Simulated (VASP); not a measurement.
# SnSe2 (P-3m1) in VASP: single point with PBEsol

Aim: the single point of SnSe2 with PBEsol.

Program: VASP 6.6.1. These are calculated values, not measurements. Logs are shortened: lines on timing, memory, paths and dates and some standing lists are left out, and cuts for length are marked.

## Step 1: The cell of the first run

The structure is trigonal, space group P-3m1 (No. 164). The conventional cell has a = 3.819 Å, b = 3.819 Å, c = 6.139 Å, α = 90.00°, β = 90.00°, γ = 120.00°. Within 3.6 Å of Sn (site symmetry -3m) lie 6 Se at 2.72 Å. Within 3.6 Å of Se (site symmetry 3m) lie 3 Sn at 2.72 Å.

## Step 2: Single point, PBEsol

INCAR reads:

```
  ALGO = Normal
  EDIFF = 1E-7
  ENCUT = 520
  GGA = PS
  ISIF = 2
  ISMEAR = -1
  LASPH = True
  LCHARG = True
  LELF = True
  LREAL = False
  LVHAR = True
  LWAVE = False
  NBANDS = 20
  NELM = 60
  PREC = Accurate
  SIGMA = 0.1
```

KPOINTS reads:

```
k-points
0
Gamma
  12 12 6
```

POSCAR reads:

```
SnSe2
1.0
    3.8189419507      0.0000000000      0.0000000000
   -1.9094709754      3.3073007449      0.0000000000
    0.0000000000      0.0000000000      6.1394653516
Sn Se
1 2
Direct
    0.0000000000      0.0000000000      0.0000000000
    0.3333333333      0.6666666667      0.2584674350
    0.6666666667      0.3333333333      0.7415325650
```

Potentials or basis: VASP PAW PBE potentials, release 64 (Sn_d, Se).

Started as:

```
$ cat potpaw_PBE.64/Sn_d/POTCAR potpaw_PBE.64/Se/POTCAR > POTCAR
$ mpirun -np 1 vasp_std > vasp.out
```

OUTCAR:

```text
EDIFF = 1E-7
   ENCUT = 520
   GGA = PS
   ISIF = 2
   ISMEAR = -1
   LASPH = True
   LREAL = False
   NELM = 60
   PREC = Accurate

 ion  position               nearest neighbor table
   1  0.000  0.000  0.000-   2 2.72   3 2.72   3 2.72   2 2.72   3 2.72   2 2.72
   2  0.333  0.667  0.258-   1 2.72   1 2.72   1 2.72
   3  0.667  0.333  0.742-   1 2.72   1 2.72   1 2.72

  LATTYP: Found a hexagonal cell.
 ALAT       =     3.8189419507
 C/A-ratio  =     1.6076351594

  Lattice vectors:

 A1 = (   3.8189419507,   0.0000000000,   0.0000000000)
 A2 = (  -1.9094709754,   3.3073007449,   0.0000000000)
 A3 = (   0.0000000000,   0.0000000000,   6.1394653516)

Analysis of symmetry for initial positions (statically):
=====================================================================
 Subroutine PRICEL returns:
 Original cell was already a primitive cell.

 Routine SETGRP: Setting up the symmetry group for a
 hexagonal supercell.

 Subroutine GETGRP returns: Found 12 space group operations
 (whereof 12 operations were pure point group operations)
 out of a pool of 24 trial point group operations.

The static configuration has the point symmetry D_3d.

Analysis of symmetry for dynamics (positions and initial velocities):
=====================================================================
 Subroutine PRICEL returns:
 Original cell was already a primitive cell.

 Routine SETGRP: Setting up the symmetry group for a
 hexagonal supercell.

 Subroutine GETGRP returns: Found 12 space group operations
 (whereof 12 operations were pure point group operations)
 out of a pool of 24 trial point group operations.

The dynamic configuration has the point symmetry D_3d.

 Subroutine INISYM returns: Found 12 space group operations
 (whereof 12 operations are pure point group operations),
 and found     1 'primitive' translations

----------------------------------------------------------------------------------------

                                     Primitive cell

  volume of cell :      77.5438

  direct lattice vectors                    reciprocal lattice vectors
     3.818941951  0.000000000  0.000000000     0.261852632  0.151180687  0.000000000
    -1.909470975  3.307300745  0.000000000     0.000000000  0.302361375  0.000000000
     0.000000000  0.000000000  6.139465352     0.000000000  0.000000000  0.162880633

  length of vectors
     3.818941951  3.818941951  6.139465352     0.302361375  0.302361375  0.162880633

  position of ions in fractional coordinates (direct lattice)
     0.000000000  0.000000000  0.000000000
     0.333333333  0.666666667  0.258467435
     0.666666667  0.333333333  0.741532565

  ion indices of the primitive-cell ions
   primitive index   ion index
                 1           1
                 2           2
                 3           3

----------------------------------------------------------------------------------------

 KPOINTS: k-points

Automatic generation of k-mesh.
 Grid dimensions read from file:
 generate k-points for:   12   12    6

 Generating k-lattice:

  Cartesian coordinates                     Fractional coordinates (reciprocal lattice)
     0.021821053  0.012598391  0.000000000     0.083333333 -0.000000000  0.000000000
     0.000000000  0.025196781  0.000000000     0.000000000  0.083333333  0.000000000
     0.000000000  0.000000000  0.027146772     0.000000000  0.000000000  0.166666667

  Length of vectors
     0.025196781  0.025196781  0.027146772

  Shift w.r.t. Gamma in fractional coordinates (k-lattice)
     0.000000000  0.000000000  0.000000000

 Subroutine IBZKPT returns following result:
 ===========================================

 Found    100 irreducible k-points:

 Following reciprocal coordinates:
            Coordinates               Weight
  0.000000  0.000000  0.000000      1.000000
  0.083333 -0.000000  0.000000      6.000000
  0.166667 -0.000000  0.000000      6.000000
  0.250000  0.000000  0.000000      6.000000
  0.333333 -0.000000  0.000000      6.000000
  0.416667 -0.000000  0.000000      6.000000
[... 16 lines left out ...]
  0.166667 -0.000000  0.166667      6.000000
  0.000000  0.166667  0.166667      6.000000
 [... further k-points ...]
   k-points           NKPTS =    100   k-points in BZ     NKDIM =    100   number of bands    NBANDS=     20
   number of dos      NEDOS =    301   number of ions     NIONS =      3
   total plane-waves  NPLWV =  37632
   dimension x,y,z NGX =    28 NGY =   28 NGZ =   48
   dimension x,y,z NGXF=    56 NGYF=   56 NGZF=   96
   ions per type =               1   2
   NGX,Y,Z   is equivalent  to a cutoff of  12.19, 12.19, 13.00 a.u.
   NGXF,Y,Z  is equivalent  to a cutoff of  24.38, 24.38, 26.00 a.u.
 SYSTEM =  unknown system
   PREC   = accura    normal or accurate (medium, high low for compatibility)
   ISTART =      0    job   : 0-new  1-cont  2-samecut
   ICHARG =      2    charge: 1-file 2-atom 10-const
   ISPIN  =      1    spin polarized calculation?
   LNONCOLLINEAR =      F non collinear calculations
   LSORBIT =      F    spin-orbit coupling
   LASPH  =      T    aspherical Exc in radial PAW
   ENCUT  =  520.0 eV  38.22 Ry    6.18 a.u.   7.10  7.10 11.42*2*pi/ulx,y,z
   NELM   =     60;   NELMIN=  2; NELMDL= -5     # of ELM steps
   EDIFF  = 0.1E-06   stopping-criterion for ELM
   LREAL  =      F    real-space projection
   EDIFFG = 0.1E-05   stopping-criterion for IOM
   NSW    =      0    number of steps for IOM
   IBRION =     -1    ionic relax: 0-MD 1-quasi-New 2-CG
   NFREE  =      0    steps in history (QN), initial steepest desc. (CG)
   ISIF   =      2    stress and relaxation
   ISYM   =      2    0-nonsym 1-usesym 2-fastsym
   POTIM  = 0.5000    time-step for ionic-motion
   TEBEG  =    0.0;   TEEND  =   0.0 temperature during run
   PSTRESS=    0.0 pullay stress
   NELECT =      26.0000    total number of electrons
   NUPDOWN=      -1.0000    fix difference up-down
   EMIN   =  10.00;   EMAX   =-10.00  energy-range for DOS
   EFERMI =   0.00;   METHOD = LEGACY
   ISMEAR =    -1;   SIGMA  =   0.10  broadening in eV -4-tet -1-fermi 0-gaus
   EFERMI_NEDOS =   21; number of points for ismear=-14 and -15
   IALGO  =     38    algorithm
   IMIX   =      4    mixing-type and parameters
     AMIX     =   0.40;   BMIX     =  1.00
     AMIX_MAG =   1.60;   BMIX_MAG =  1.00
  volume/ion in A,a.u.               =      25.85       174.43
  Fermi-wavevector in a.u.,A,eV,Ry     =   1.137322  2.149227 17.599160  1.293502
  Thomas-Fermi vector in A             =   2.274027
   LORBIT       =      0    0 simple, 1 ext, 2 COOP (PROOUT), +10 PAW based schemes
   GGA     = PS    functional components
   LHFCALC =     F    Hartree Fock is set to
   AEXX    =    0.0000 exact exchange contribution
   IVDW    =     0    specifies the selected vdW correction
   LEPSILON=     F    determine dielectric tensor
   LRPA    =     F    only Hartree local field effects (RPA)
 non-spin polarized calculation
  energy-cutoff  :      520.00
  volume of cell :       77.54
 maximum number of plane-waves:      2112
   NGX = 15   NGY = 15   NGZ = 23

 number of electron      26.0000007 magnetization

 Free energy of the ion-electron system (eV)
  ---------------------------------------------------
  ext. energy  EPLUGINS =         0.00000000
  ---------------------------------------------------
  free energy    TOTEN  =       -12.98501217 eV

  energy without entropy =      -12.97977633  energy(sigma->0) =      -12.98239425

 E-fermi :   4.3918     XC(G=0):  -9.6657

 val. band max:        4.0839426035   @ k =   0.0833   0.0833   0.0000
 cond. band min:       4.5535386621   @ k =   0.0000   0.4167   0.3333
 fundamental gap:      0.4695960586
 Fermi energy:         4.3917828660

 k-point     1 :       0.0000    0.0000    0.0000
  band No.  band energies     occupation
      1     -17.1097      2.00000
      2     -17.1097      2.00000
      3     -17.0723      2.00000
      4     -17.0598      2.00000
      5     -17.0598      2.00000
      6      -9.8172      2.00000
[... 12 lines left out ...]
     19      12.9976      0.00000
     20      12.9976      0.00000

 k-point     2 :       0.0833   -0.0000    0.0000
  band No.  band energies     occupation
      1     -17.1126      2.00000
      2     -17.1071      2.00000
      3     -17.0703      2.00000
      4     -17.0617      2.00000
      5     -17.0596      2.00000
      6      -9.7491      2.00000
[... 12 lines left out ...]
     19      12.2846      0.00000
     20      13.0718      0.00000

 k-point     3 :       0.1667   -0.0000    0.0000
  band No.  band energies     occupation
      1     -17.1212      2.00000
      2     -17.1004      2.00000
      3     -17.0682      2.00000
      4     -17.0628      2.00000
      5     -17.0584      2.00000
      6      -9.5492      2.00000
[... 12 lines left out ...]
     19      12.0988      0.00000
     20      13.2249      0.00000

 k-point     4 :       0.2500    0.0000    0.0000
  band No.  band energies     occupation
      1     -17.1343      2.00000
      2     -17.0934      2.00000
      3     -17.0735      2.00000
      4     -17.0548      2.00000
      5     -17.0547      2.00000
      6      -9.2332      2.00000
[... 12 lines left out ...]
     19      12.1650      0.00000
     20      13.5810      0.00000

 k-point     5 :       0.3333   -0.0000    0.0000
  band No.  band energies     occupation
      1     -17.1481      2.00000
      2     -17.0892      2.00000
      3     -17.0787      2.00000
      4     -17.0480      2.00000
      5     -17.0461      2.00000
      6      -8.8368      2.00000
[... 12 lines left out ...]
     19      12.9296      0.00000
     20      13.8458      0.00000

 k-point     6 :       0.4167   -0.0000    0.0000
  band No.  band energies     occupation
      1     -17.1584      2.00000
      2     -17.0877      2.00000
      3     -17.0824      2.00000
      4     -17.0415      2.00000
      5     -17.0396      2.00000
      6      -8.4364      2.00000
[... 12 lines left out ...]
     19      13.6351      0.00000
     20      14.4645      0.00000

 k-point     7 :       0.5000    0.0000    0.0000
  band No.  band energies     occupation
      1     -17.1623      2.00000
      2     -17.0874      2.00000
      3     -17.0837      2.00000
      4     -17.0389      2.00000
      5     -17.0372      2.00000
      6      -8.2239      2.00000
[... 12 lines left out ...]
     19      13.9246      0.00000
     20      14.7524      0.00000
[... 277 lines left out ...]
 k-point    20 :       0.0000    0.0000    0.1667
  band No.  band energies     occupation
      1     -17.1097      2.00000
      2     -17.1097      2.00000
      3     -17.0722      2.00000
      4     -17.0598      2.00000
      5     -17.0598      2.00000
      6      -9.7709      2.00000
[... 12 lines left out ...]
     19      12.7855      0.00000
     20      12.7869      0.00000

 k-point    21 :       0.0833   -0.0000    0.1667
  band No.  band energies     occupation
      1     -17.1126      2.00000
      2     -17.1071      2.00000
      3     -17.0703      2.00000
      4     -17.0617      2.00000
      5     -17.0596      2.00000
      6      -9.7031      2.00000
[... 12 lines left out ...]
     19      12.2716      0.00000
     20      13.0765      0.00000

 k-point    22 :       0.0000    0.0833    0.1667
  band No.  band energies     occupation
      1     -17.1126      2.00000
      2     -17.1071      2.00000
      3     -17.0703      2.00000
      4     -17.0617      2.00000
      5     -17.0596      2.00000
      6      -9.7030      2.00000
[... 12 lines left out ...]
     19      12.1151      0.00000
     20      12.7497      0.00000

 k-point    23 :       0.1667   -0.0000    0.1667
  band No.  band energies     occupation
      1     -17.1213      2.00000
      2     -17.1004      2.00000
      3     -17.0681      2.00000
      4     -17.0628      2.00000
      5     -17.0584      2.00000
      6      -9.5043      2.00000
[... 12 lines left out ...]
     19      12.4700      0.00000
     20      12.7918      0.00000

 k-point    24 :       0.0000    0.1667    0.1667
  band No.  band energies     occupation
      1     -17.1212      2.00000
      2     -17.1004      2.00000
      3     -17.0682      2.00000
      4     -17.0628      2.00000
      5     -17.0584      2.00000
      6      -9.5040      2.00000
[... 12 lines left out ...]
     19      11.8846      0.00000
     20      12.9202      0.00000

 [... further k-points ...]
[... 5 lines left out ...]
  --------------------------------------------------------------------------------------
  -------------------------------------------------------------------------------------
  Total        0.0417088      0.0417088      0.0616697     -0.0000000      0.0000000      0.0000000
  in kB        0.8617690      0.8617690      1.2741923     -0.0000000      0.0000000      0.0000000
  external PRESSURE =       0.9992435 kB  Pullay stress =       0.0000000 kB

 VOLUME and BASIS-vectors are now :
 -----------------------------------------------------------------------------
  energy-cutoff  :      520.00
  volume of cell :       77.54
      direct lattice vectors                 reciprocal lattice vectors
     3.818941951  0.000000000  0.000000000     0.261852632  0.151180687  0.000000000
    -1.909470975  3.307300745  0.000000000     0.000000000  0.302361375  0.000000000
     0.000000000  0.000000000  6.139465352     0.000000000  0.000000000  0.162880633

 POSITION                                       TOTAL-FORCE (eV/Angst)
 -----------------------------------------------------------------------------------
      0.00000      0.00000      0.00000        -0.000000      0.000000      0.000000
     -0.00000      2.20487      1.58685         0.000000      0.000000      0.020755
      1.90947      1.10243      4.55261         0.000000      0.000000     -0.020755
 -----------------------------------------------------------------------------------
    total drift:                               -0.000000      0.000000      0.000000

  FREE ENERGIE OF THE ION-ELECTRON SYSTEM (eV)
  ---------------------------------------------------
  free  energy   TOTEN  =       -12.9850121697 eV

  energy  without entropy=      -12.9797763339  energy(sigma->0) =      -12.98239425
```

Wall time 81 s (1 thread of AMD EPYC 9R14 (Zen 4), shared host); peak memory 0.26 GiB.

Results:

```
Free energy            : -12.9850 eV
Pressure               : 0.1 GPa
Largest force          : 0.021 eV/Å
Band gap on the k mesh : 0.47 eV, indirect (least direct gap 0.96 eV)
```

Forces on the atoms (eV/Å):
```
Sn   0.000  0.000  0.000
Se   0.000  0.000  0.021
Se   0.000  0.000 -0.021
```

Caveat: the PAW data sets were made with another functional, which shifts forces and pressure a little; spin-orbit coupling is left out, which moves the levels of the heavy elements; this functional lacks dispersion, which binds the layers, so the pressure and a relaxed spacing across them are unreliable. A k mesh can miss the band edges.
